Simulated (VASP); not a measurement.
# LiCl (Fm-3m) in VASP: settings compared

LiCl is run at these levels: PBE, r2SCAN, HSE06; tasks: single point.

Everything below comes from runs of VASP 6.6.1. Logs are shortened: lines on timing, memory, paths and dates and some standing lists are left out, and cuts for length are marked.

## Step 1: The cell of the first run

Symmetry: Fm-3m, No. 225, cubic system. Conventional cell: a = 5.164 Å, b = 5.164 Å, c = 5.164 Å, α = 90.00°, β = 90.00°, γ = 90.00°. Li (site symmetry m-3m) has 6 Cl at 2.58 Å within 3.4 Å. Within 3.4 Å of Cl (site symmetry m-3m) lie 6 Li at 2.58 Å.

## Step 2: Single point, PBE (strain +1.0%)

INCAR reads:

```
ALGO = Normal
EDIFF = 1E-7
ENCUT = 520
GGA = PE
ISIF = 2
ISMEAR = -1
LASPH = True
LCHARG = False
LREAL = False
LWAVE = False
NBANDS = 12
NELM = 80
PREC = Accurate
SIGMA = 0.02
```

KPOINTS reads:

```
k-points
0
Gamma
  8 8 8
```

POSCAR reads:

```
LiCl
1.0
    0.0000000000      2.5820966653      2.5820966653
    2.5820966653      0.0000000000      2.5820966653
    2.5820966653      2.5820966653      0.0000000000
Li Cl
1 1
Direct
    0.0000000000      0.0000000000      0.0000000000
    0.5000000000      0.5000000000      0.5000000000
```

Potentials or basis: VASP PAW PBE potentials, release 64 (Li_sv, Cl).

On the command line:

```bash
cat potpaw_PBE.64/Li_sv/POTCAR potpaw_PBE.64/Cl/POTCAR > POTCAR
mpirun -np 1 vasp_std > vasp.out
```

OUTCAR:

```text
EDIFF = 1E-7
   ENCUT = 520
   GGA = PE
   ISIF = 2
   ISMEAR = -1
   LASPH = True
   LREAL = False
   NELM = 80
   PREC = Accurate

 ion  position               nearest neighbor table
   1  0.000  0.000  0.000-   2 2.58   2 2.58   2 2.58   2 2.58   2 2.58   2 2.58
   2  0.500  0.500  0.500-   1 2.58   1 2.58   1 2.58   1 2.58   1 2.58   1 2.58

  LATTYP: Found a face centered cubic cell.
 ALAT       =     5.1641933306

  Lattice vectors:

 A1 = (   0.0000000000,   2.5820966653,   2.5820966653)
 A2 = (   2.5820966653,   0.0000000000,   2.5820966653)
 A3 = (   2.5820966653,   2.5820966653,   0.0000000000)

Analysis of symmetry for initial positions (statically):
=====================================================================
 Subroutine PRICEL returns:
 Original cell was already a primitive cell.

 Routine SETGRP: Setting up the symmetry group for a
 face centered cubic supercell.

 Subroutine GETGRP returns: Found 48 space group operations
 (whereof 48 operations were pure point group operations)
 out of a pool of 48 trial point group operations.

The static configuration has the point symmetry O_h .

Analysis of symmetry for dynamics (positions and initial velocities):
=====================================================================
 Subroutine PRICEL returns:
 Original cell was already a primitive cell.

 Routine SETGRP: Setting up the symmetry group for a
 face centered cubic supercell.

 Subroutine GETGRP returns: Found 48 space group operations
 (whereof 48 operations were pure point group operations)
 out of a pool of 48 trial point group operations.

The dynamic configuration has the point symmetry O_h .

 Subroutine INISYM returns: Found 48 space group operations
 (whereof 48 operations are pure point group operations),
 and found     1 'primitive' translations

----------------------------------------------------------------------------------------

                                     Primitive cell

  volume of cell :      34.4308

  direct lattice vectors                    reciprocal lattice vectors
     0.000000000  2.582096665  2.582096665    -0.193641085  0.193641085  0.193641085
     2.582096665  0.000000000  2.582096665     0.193641085 -0.193641085  0.193641085
     2.582096665  2.582096665  0.000000000     0.193641085  0.193641085 -0.193641085

  length of vectors
     3.651636123  3.651636123  3.651636123     0.335396198  0.335396198  0.335396198

  position of ions in fractional coordinates (direct lattice)
     0.000000000  0.000000000  0.000000000
     0.500000000  0.500000000  0.500000000

  ion indices of the primitive-cell ions
   primitive index   ion index
                 1           1
                 2           2

----------------------------------------------------------------------------------------

 KPOINTS: k-points

Automatic generation of k-mesh.
 Grid dimensions read from file:
 generate k-points for:    8    8    8

 Generating k-lattice:

  Cartesian coordinates                     Fractional coordinates (reciprocal lattice)
    -0.024205136  0.024205136  0.024205136     0.125000000  0.000000000  0.000000000
     0.024205136 -0.024205136  0.024205136     0.000000000  0.125000000  0.000000000
     0.024205136  0.024205136 -0.024205136     0.000000000  0.000000000  0.125000000

  Length of vectors
     0.041924525  0.041924525  0.041924525

  Shift w.r.t. Gamma in fractional coordinates (k-lattice)
     0.000000000  0.000000000  0.000000000

 Subroutine IBZKPT returns following result:
 ===========================================

 Found     29 irreducible k-points:

 Following reciprocal coordinates:
            Coordinates               Weight
  0.000000  0.000000  0.000000      1.000000
  0.125000  0.000000  0.000000      8.000000
  0.250000  0.000000  0.000000      8.000000
  0.375000  0.000000  0.000000      8.000000
  0.500000  0.000000  0.000000      4.000000
  0.125000  0.125000  0.000000      6.000000
[... 16 lines left out ...]
  0.500000  0.250000  0.125000     48.000000
 -0.375000  0.250000  0.125000     24.000000
 [... further k-points ...]
   k-points           NKPTS =     29   k-points in BZ     NKDIM =     29   number of bands    NBANDS=     12
   number of dos      NEDOS =    301   number of ions     NIONS =      2
   total plane-waves  NPLWV =  21952
   dimension x,y,z NGX =    28 NGY =   28 NGZ =   28
   dimension x,y,z NGXF=    56 NGYF=   56 NGZF=   56
   ions per type =               1   1
   NGX,Y,Z   is equivalent  to a cutoff of  12.75, 12.75, 12.75 a.u.
   NGXF,Y,Z  is equivalent  to a cutoff of  25.49, 25.49, 25.49 a.u.
 SYSTEM =  unknown system
   PREC   = accura    normal or accurate (medium, high low for compatibility)
   ISTART =      0    job   : 0-new  1-cont  2-samecut
   ICHARG =      2    charge: 1-file 2-atom 10-const
   ISPIN  =      1    spin polarized calculation?
   LNONCOLLINEAR =      F non collinear calculations
   LSORBIT =      F    spin-orbit coupling
   LASPH  =      T    aspherical Exc in radial PAW
   ENCUT  =  520.0 eV  38.22 Ry    6.18 a.u.   6.79  6.79  6.79*2*pi/ulx,y,z
   NELM   =     80;   NELMIN=  2; NELMDL= -5     # of ELM steps
   EDIFF  = 0.1E-06   stopping-criterion for ELM
   LREAL  =      F    real-space projection
   EDIFFG = 0.1E-05   stopping-criterion for IOM
   NSW    =      0    number of steps for IOM
   IBRION =     -1    ionic relax: 0-MD 1-quasi-New 2-CG
   NFREE  =      0    steps in history (QN), initial steepest desc. (CG)
   ISIF   =      2    stress and relaxation
   ISYM   =      2    0-nonsym 1-usesym 2-fastsym
   POTIM  = 0.5000    time-step for ionic-motion
   TEBEG  =    0.0;   TEEND  =   0.0 temperature during run
   PSTRESS=    0.0 pullay stress
   NELECT =      10.0000    total number of electrons
   NUPDOWN=      -1.0000    fix difference up-down
   EMIN   =  10.00;   EMAX   =-10.00  energy-range for DOS
   EFERMI =   0.00;   METHOD = LEGACY
   ISMEAR =    -1;   SIGMA  =   0.02  broadening in eV -4-tet -1-fermi 0-gaus
   EFERMI_NEDOS =   21; number of points for ismear=-14 and -15
   IALGO  =     38    algorithm
   IMIX   =      4    mixing-type and parameters
     AMIX     =   0.40;   BMIX     =  1.00
     AMIX_MAG =   1.60;   BMIX_MAG =  1.00
  volume/ion in A,a.u.               =      17.22       116.18
  Fermi-wavevector in a.u.,A,eV,Ry     =   1.084157  2.048760 15.992250  1.175397
  Thomas-Fermi vector in A             =   2.220241
   LORBIT       =      0    0 simple, 1 ext, 2 COOP (PROOUT), +10 PAW based schemes
   GGA     = PE    functional components
   LHFCALC =     F    Hartree Fock is set to
   AEXX    =    0.0000 exact exchange contribution
   IVDW    =     0    specifies the selected vdW correction
   LEPSILON=     F    determine dielectric tensor
   LRPA    =     F    only Hartree local field effects (RPA)
 non-spin polarized calculation
  energy-cutoff  :      520.00
  volume of cell :       34.43
 maximum number of plane-waves:       941
   NGX = 13   NGY = 13   NGZ = 13

 number of electron      10.0000010 magnetization

 Free energy of the ion-electron system (eV)
  ---------------------------------------------------
  ext. energy  EPLUGINS =         0.00000000
  ---------------------------------------------------
  free energy    TOTEN  =        -7.38599239 eV

  energy without entropy =       -7.38599239  energy(sigma->0) =       -7.38599239

 E-fermi :   0.9258     XC(G=0):  -8.6439

 val. band max:        0.4300082813   @ k =   0.0000   0.0000   0.0000
 cond. band min:       6.6556735380   @ k =   0.0000   0.0000   0.0000
 fundamental gap:      6.2256652567
 Fermi energy:         0.9258294146

 k-point     1 :       0.0000    0.0000    0.0000
  band No.  band energies     occupation
      1     -43.1290      2.00000
      2     -12.8969      2.00000
      3       0.4300      2.00000
      4       0.4300      2.00000
      5       0.4300      2.00000
      6       6.6557      0.00000
      7      12.3506      0.00000
      8      12.3506      0.00000
      9      12.3506      0.00000
     10      14.8361      0.00000
     11      14.8361      0.00000
     12      14.8362      0.00000

 k-point     2 :       0.1250    0.0000    0.0000
  band No.  band energies     occupation
      1     -43.1286      2.00000
      2     -12.8247      2.00000
      3      -0.0811      2.00000
      4       0.3905      2.00000
      5       0.3905      2.00000
      6       7.1155      0.00000
      7      11.5564      0.00000
      8      12.2356      0.00000
      9      12.2356      0.00000
     10      13.4790      0.00000
     11      13.4790      0.00000
     12      15.2991      0.00000

 k-point     3 :       0.2500    0.0000    0.0000
  band No.  band energies     occupation
      1     -43.1278      2.00000
      2     -12.6409      2.00000
      3      -1.1046      2.00000
      4       0.3000      2.00000
      5       0.3000      2.00000
      6       7.5782      0.00000
      7      11.0953      0.00000
      8      11.0954      0.00000
      9      11.3263      0.00000
     10      14.3314      0.00000
     11      14.3314      0.00000
     12      15.8570      0.00000

 k-point     4 :       0.3750    0.0000    0.0000
  band No.  band energies     occupation
      1     -43.1270      2.00000
      2     -12.4419      2.00000
      3      -1.9694      2.00000
      4       0.2160      2.00000
      5       0.2160      2.00000
      6       7.3434      0.00000
      7      10.2211      0.00000
      8      10.2212      0.00000
      9      12.4370      0.00000
     10      16.0797      0.00000
     11      16.0797      0.00000
     12      16.5231      0.00000

 k-point     5 :       0.5000    0.0000    0.0000
  band No.  band energies     occupation
      1     -43.1266      2.00000
      2     -12.3543      2.00000
      3      -2.3005      2.00000
      4       0.1829      2.00000
      5       0.1829      2.00000
      6       7.1675      0.00000
      7       9.9194      0.00000
      8       9.9194      0.00000
      9      13.2013      0.00000
     10      17.1986      0.00000
     11      17.4797      0.00000
     12      17.4797      0.00000
[... 228 lines left out ...]
      1     -43.1259      2.00000
      2     -12.1233      2.00000
      3      -2.3712      2.00000
      4      -0.6336      2.00000
      5      -0.6336      2.00000
      6       8.2706      0.00000
      7       8.7515      0.00000
      8      12.6982      0.00000
      9      14.3927      0.00000
     10      14.3928      0.00000
     11      17.3668      0.00000
     12      18.9380      0.00000

 k-point    22 :       0.3750    0.2500    0.1250
  band No.  band energies     occupation
      1     -43.1272      2.00000
      2     -12.4909      2.00000
      3      -1.3067      2.00000
      4      -0.4000      2.00000
      5       0.1076      2.00000
      6       8.7712      0.00000
      7      10.0711      0.00000
      8      10.2132      0.00000
      9      12.0333      0.00000
     10      13.4809      0.00000
     11      16.8096      0.00000
     12      17.3862      0.00000

 k-point    23 :       0.5000    0.2500    0.1250
  band No.  band energies     occupation
      1     -43.1265      2.00000
      2     -12.3201      2.00000
      3      -1.8128      2.00000
      4      -0.7349      2.00000
      5      -0.0422      2.00000
      6       8.7663      0.00000
      7       9.7792      0.00000
      8      10.7442      0.00000
      9      11.7116      0.00000
     10      14.7517      0.00000
     11      17.8043      0.00000
     12      18.1746      0.00000

 k-point    24 :      -0.3750    0.2500    0.1250
  band No.  band energies     occupation
      1     -43.1263      2.00000
      2     -12.2457      2.00000
      3      -2.0347      2.00000
      4      -0.8279      2.00000
      5      -0.1277      2.00000
      6       8.6000      0.00000
      7       9.7219      0.00000
      8      10.9307      0.00000
      9      12.0545      0.00000
     10      15.8669      0.00000
     11      16.4229      0.00000
     12      18.4869      0.00000

 [... further k-points ...]

------------------------ aborting loop because EDIFF is reached ----------------------------------------

  FORCE on cell =-STRESS in cart. coord.  units (eV):
  Direction    XX          YY          ZZ          XY          YZ          ZX
  --------------------------------------------------------------------------------------
  -------------------------------------------------------------------------------------
  Total       -0.0766208     -0.0766208     -0.0766208      0.0000000      0.0000000      0.0000000
  in kB       -3.5654146     -3.5654146     -3.5654146      0.0000000      0.0000000      0.0000000
  external PRESSURE =      -3.5654146 kB  Pullay stress =       0.0000000 kB

 VOLUME and BASIS-vectors are now :
 -----------------------------------------------------------------------------
  energy-cutoff  :      520.00
  volume of cell :       34.43
      direct lattice vectors                 reciprocal lattice vectors
     0.000000000  2.582096665  2.582096665    -0.193641085  0.193641085  0.193641085
     2.582096665  0.000000000  2.582096665     0.193641085 -0.193641085  0.193641085
     2.582096665  2.582096665  0.000000000     0.193641085  0.193641085 -0.193641085

 POSITION                                       TOTAL-FORCE (eV/Angst)
 -----------------------------------------------------------------------------------
      0.00000      0.00000      0.00000        -0.000000     -0.000000     -0.000000
      2.58210      2.58210      2.58210         0.000000      0.000000      0.000000
 -----------------------------------------------------------------------------------
    total drift:                                0.000000      0.000000      0.000000

  FREE ENERGIE OF THE ION-ELECTRON SYSTEM (eV)
  ---------------------------------------------------
  free  energy   TOTEN  =        -7.3859923925 eV

  energy  without entropy=       -7.3859923925  energy(sigma->0) =       -7.38599239
```

It took 12 s on 1 thread of Intel Xeon Platinum 8259CL at 2.50GHz (Skylake/Cascade Lake), shared host; peak memory 0.15 GiB.

Results:

```
Free energy            : -7.3860 eV
Band gap on the k mesh : 6.23 eV, direct
```

Caveat: the cell differs from its parent crystal (strain +1.0%); the cutoff is under 1.25 times the usual one of these potentials, so pressure, stress and relaxed cells hold a basis-set (Pulay) error.

[end of part 1 of 2]
